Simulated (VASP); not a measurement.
K3Ta2H9: single point with PBE

K3Ta2H9:

```
K Ta H
1.0
     4.70683    0.00000    0.00000
     0.00000    4.70683    0.00000
     0.00000    0.00000   14.12048
K Ta H
3 2 9
Direct
  0.50000 0.50000 0.00000
  0.50000 0.50000 0.33333
  0.50000 0.50000 0.66667
  0.00000 0.00000 0.83333
  0.00000 0.00000 0.16667
  0.50000 0.00000 0.83333
  0.50000 0.00000 0.16667
  0.50000 0.00000 0.50000
  0.00000 0.50000 0.83333
  0.00000 0.50000 0.16667
  0.00000 0.50000 0.50000
  0.00000 0.00000 0.00000
  0.00000 0.00000 0.33333
  0.00000 0.00000 0.66667
```

This cell differs from its parent crystal: atoms taken out.

- Program: VASP 6.6.1
- Task: single point
- Functional: PBE
- Potentials or basis: VASP PAW PBE potentials, release 64 (K_sv, Ta_pv, H)
- Cutoff: 520 eV
- k mesh: 4 × 4 × 2
- Occupations: gaussian, width 0.1 eV
- Spin: no spin polarisation
- Dipole correction: no
- Further INCAR settings: ALGO = Normal; EDIFF = 1e-07; NBANDS = 42

```json
{
 "Pressure": "-9.2 GPa",
 "Largest force": "2.290 eV/Å",
 "Band gap on the k mesh": "zero (bands 29 and 30 overlap by 0.64 eV)"
}
```

Forces in eV/Å, atoms in the order of the input:
```
K    0.000  0.000  0.000
K    0.000  0.000  0.526
K    0.000  0.000 -0.526
Ta   0.000  0.000 -0.612
Ta   0.000  0.000  0.612
H    0.000  0.000  0.053
H    0.000  0.000 -0.053
H    0.000  0.000  0.000
H    0.000  0.000  0.053
H    0.000  0.000 -0.053
H    0.000  0.000  0.000
H    0.000  0.000  0.000
H    0.000  0.000 -2.290
H    0.000  0.000  2.290
```

Stress tensor (GPa, compression positive):
```
-8.86  0.00  0.00
 0.00 -8.86  0.00
 0.00  0.00 -9.90
```

Levels at points of the mesh, in eV from the Fermi level:
| k point | band 26 | band 27 | band 28 | band 29 | band 30 | band 31 | band 32 | band 33 |
| --- | --- | --- | --- | --- | --- | --- | --- | --- |
| (0.00, 0.00, 0.00) | -0.94 | 0.26 | 0.26 | 0.42 | 0.43 | 0.43 | 0.45 | 0.62 |
| (0.50, 0.00, 0.00) | -0.66 | -0.29 | -0.27 | -0.01 | 0.06 | 0.08 | 0.22 | 0.23 |
| (0.50, 0.50, 0.00) | -0.66 | -0.50 | -0.32 | -0.32 | -0.18 | -0.18 | -0.04 | -0.04 |
| (0.00, 0.00, 0.50) | -1.05 | 0.26 | 0.26 | 0.42 | 0.43 | 0.43 | 0.45 | 0.62 |
| (0.50, 0.00, 0.50) | -0.57 | -0.44 | -0.37 | 0.06 | 0.06 | 0.08 | 0.23 | 0.24 |
| (0.50, 0.50, 0.50) | -0.65 | -0.50 | -0.29 | -0.29 | -0.22 | -0.22 | -0.05 | -0.03 |

Run time: 4.1 min on 1 thread of Intel(R) Xeon(R) Platinum 8559C (Emerald Rapids), on a shared host, peak memory 0.43 GiB.

Caveat: the cell differs from its parent crystal (atoms taken out); the cell stands under tension; spin-orbit coupling is left out, which moves the levels of the heavy elements; forces of over 1 eV/Å act on the atoms, so gaps and moduli don't describe the material at rest.
